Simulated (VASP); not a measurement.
Wanted: the native input for a VASP 6.6.1 run.

* Task: single point
* Functional: PBEsol
* Potentials or basis: VASP PAW PBE potentials, release 64 (Mg, B)
* Cutoff: 520 eV
* k mesh: 18 × 18 × 14
* Occupations: gaussian, width 0.15 eV
* Spin: no spin polarisation
* Dipole correction: no
* Further INCAR settings: ALGO = Normal; EDIFF = 1e-07; NBANDS = 11

The structure of MgB2 lies in POSCAR:

```
MgB2
1.0
    3.0616909777      0.0000000000      0.0000000000
   -1.5308454889      2.6515021652      0.0000000000
    0.0000000000      0.0000000000      3.5044564168
Mg B
1 2
Direct
    0.0000000000      0.0000000000      0.0000000000
    0.3333333333      0.6666666667      0.5000000000
    0.6666666667      0.3333333333      0.5000000000
```

The input as run:

INCAR

```
SYSTEM = MgB2
ALGO = Normal ; EDIFF = 1E-7
ENCUT = 520 ; GGA = PS
ISIF = 2 ; ISMEAR = 0
LASPH = .True. ; LCHARG = .False.
LREAL = .False. ; LWAVE = .False.
NBANDS = 11 ; NELM = 60
PREC = Accurate ; SIGMA = 0.15
```

KPOINTS

```
k-points
0
Gamma
  18 18 14
  0 0 0
```

Potentials or basis: VASP PAW PBE potentials, release 64 (Mg, B).

Run with:

```sh
$ cat potpaw_PBE.64/Mg/POTCAR potpaw_PBE.64/B/POTCAR > POTCAR
$ mpirun -np 1 vasp_std > vasp.out
```

Results of the run:

```json
{"Pressure": "0.0 GPa", "Band gap on the k mesh": "zero (band 4 reaches 7.16 eV, above the bottom of band 5 at 3.29 eV)"}
```

Caveat: the PAW data sets were made with another functional, which shifts forces and pressure a little.

It took 40 s on 1 thread of AMD EPYC 9R45 96-Core Processor (Zen 5), with other jobs on the host, peak memory 0.19 GiB.
